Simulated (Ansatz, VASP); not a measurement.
One calculation of Au, two programs

```
Au
1.0
     0.00000    2.05850    2.05850
     2.05850    0.00000    2.05850
     2.05850    2.05850    0.00000
Au
1
Cartesian
  0.0000 0.0000 0.0000
```

Alike in both runs: task single point; functional LDA; k mesh 8 × 8 × 8; occupations gaussian, width 0.1 eV; no spin polarisation.

|  | VASP | Ansatz |
| --- | --- | --- |
| version | VASP 6.6.1 | Ansatz 0.2.0 |
| potentials or method | VASP PAW LDA potentials, release 64 (Au), cutoff 520 eV | scalar-relativistic, plane waves, PAW |
| valence electrons in the cell | 11 | 19 |

Ansatz gave:

- gap on the k mesh at the Fermi level (eV): none
- pressure (GPa): -7.7

Question: Estimate VASP's values.

Answer: gap on the k mesh at the Fermi level (eV): none; pressure (GPa): -7.3.

Ansatz warns that its potentials were made for another functional, while VASP's fit it. LDA's correlation is that of Perdew and Zunger in VASP and of Perdew and Wang (1992) in Ansatz. A gap of «none» marks a metal or a gap that the smearing closes. VASP's potentials hold 11 valence electrons a cell and Ansatz's 19, so a difference there can come from the potentials and not from the codes.

Spin-orbit coupling is off throughout.
